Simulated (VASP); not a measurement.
A run of VASP 6.6.1:

The input INCAR:

```
  PREC = Accurate
  ENCUT = 520
  EDIFF = 1E-6
  ISMEAR = -1
  SIGMA = 0.05
  LREAL = Auto
  LASPH = T
  NELM = 80
  ALGO = Normal
  ISIF = 2
  LWAVE = F
  LCHARG = T
  GGA = PE
  IVDW = 12
  LELF = T
  LVHAR = T
  NBANDS = 132
```

Contents of KPOINTS:

```
Automatic mesh
0
Gamma
  2 2 1
```

POSCAR

```
In12P12H3N
1.0
    8.2995950000      0.0000000000      0.0000000000
    4.1497980000      7.1876600000      0.0000000000
    0.0000000000      0.0000000000     19.6236650000
In P N H
12 12 1 3
Direct
    0.0000000000      0.0000000000      0.0509588805
    0.0000022074      0.4999958262      0.0509588805
    0.5000003012      0.0000000000      0.0509588805
    0.5000025086      0.4999958262      0.0509588805
    0.6433366728      0.6489872921      0.2284843326
    0.6711266971      0.1380838827      0.2255032381
    0.1439784592      0.6620652619      0.2247184713
    0.1674305691      0.1784168978      0.2317100297
    0.2416648637      0.2663453753      0.4388884543
    0.2599139318      0.7928866975      0.3900443673
    0.7890849904      0.2738721642      0.3958027208
    0.7820394802      0.7804208880      0.4010769650
    0.1666698217      0.1666606378      0.0941261482
    0.1666650727      0.6666703767      0.0941261482
    0.6666701229      0.1666606378      0.0941261482
    0.6666653739      0.6666703767      0.0941261482
    0.8202429315      0.7991752531      0.2670754928
    0.8339279133      0.3123130476      0.2686246427
    0.3071853284      0.8421099496      0.2659136303
    0.3404276389      0.3581833309      0.2749945028
    0.4065101430      0.4081717833      0.3760408670
    0.4367469685      0.9080145694      0.4596694858
   -0.0999782734      0.4653670318      0.4599548555
   -0.0448408776      0.9479162899      0.4424708636
    0.3707581616      0.3342951670      0.5516553610
    0.3602385971      0.3244171260      0.6042958846
    0.5192054086      0.2948108286      0.5401080787
    0.2896316865      0.4712938564      0.5521751416
```

Potentials or basis: VASP PAW PBE potentials, release 64 (In_d, P, N, H).

Command:

```bash
$ cat potpaw_PBE.64/In_d/POTCAR potpaw_PBE.64/P/POTCAR potpaw_PBE.64/N/POTCAR potpaw_PBE.64/H/POTCAR > POTCAR
$ mpirun -np 1 vasp_std > vasp.out
```

Hardware: 1 thread of Intel(R) Xeon(R) 6975P-C (Granite Rapids), on a shared host.

**Question.** Estimate the wall time of this run.

**Answer.** It took 27 min on 1 thread of Intel(R) Xeon(R) 6975P-C (Granite Rapids), on a shared host, peak memory 1.4 GiB. Counts: scf iterations 27, k points 4.
